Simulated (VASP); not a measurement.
Write the native input for VASP 6.6.1 that does the following.

| Property | Result |
| --- | --- |
| Task | electric field gradients |
| Functional | PBE |
| Potentials or basis | VASP PAW PBE potentials, release 64 (Sn_d, O) |
| Cutoff | 520 eV |
| k mesh | 8 × 8 × 6 |
| Occupations | fermi-dirac, width 0.01 eV |
| Spin | no spin polarisation |
| Dipole correction | no |
| Further INCAR settings | ALGO = Normal; EDIFF = 1e-08; NBANDS = 28 |

The structure of SnO lies in POSCAR:

```
SnO
1.0
    3.8765679508      0.0000000000      0.0000000000
    0.0000000000      3.8765679508      0.0000000000
    0.0000000000      0.0000000000      4.9308476092
Sn O
2 2
Direct
    0.0000000000      0.5000000000      0.2385000000
    0.5000000000      0.0000000000      0.7615000000
    0.0000000000      0.0000000000      0.0000000000
    0.5000000000      0.5000000000      0.0000000000
```

The input as run:

INCAR

```
ALGO = Normal
EDIFF = 1E-8
ENCUT = 520
GGA = PE
ISIF = 2
ISMEAR = -1
LASPH = T
LCHARG = F
LEFG = T
LREAL = F
LWAVE = F
NBANDS = 28
NELM = 60
PREC = Accurate
SIGMA = 0.01
```

KPOINTS

```
k-points
0
Gamma
  8 8 6
```

Potentials or basis: VASP PAW PBE potentials, release 64 (Sn_d, O).

Run with:

```sh
$ cat potpaw_PBE.64/Sn_d/POTCAR potpaw_PBE.64/O/POTCAR > POTCAR
$ mpirun -np 1 vasp_std > vasp.out
```

It gave:

```yaml
Pressure: -1.0 GPa
Largest_force: 0.340 eV/Å
Band_gap_on_the_k_mesh: 0.24 eV (least direct gap 2.02 eV)
Largest_electric_field_gradient_by_atom: Sn -157.0; O +1.9 V/Å²
```

Caveat: semilocal functionals underestimate gaps, and a narrow one can read as zero; without QUAD_EFG the Cq values of the log hold for a quadrupole moment of 1 mb, not for the nuclei; spin-orbit coupling is left out, which moves the levels of the heavy elements.

Wall time 100 s on 1 thread of Intel(R) Xeon(R) Platinum 8488C (Sapphire Rapids) (shared host), peak memory 0.24 GiB.
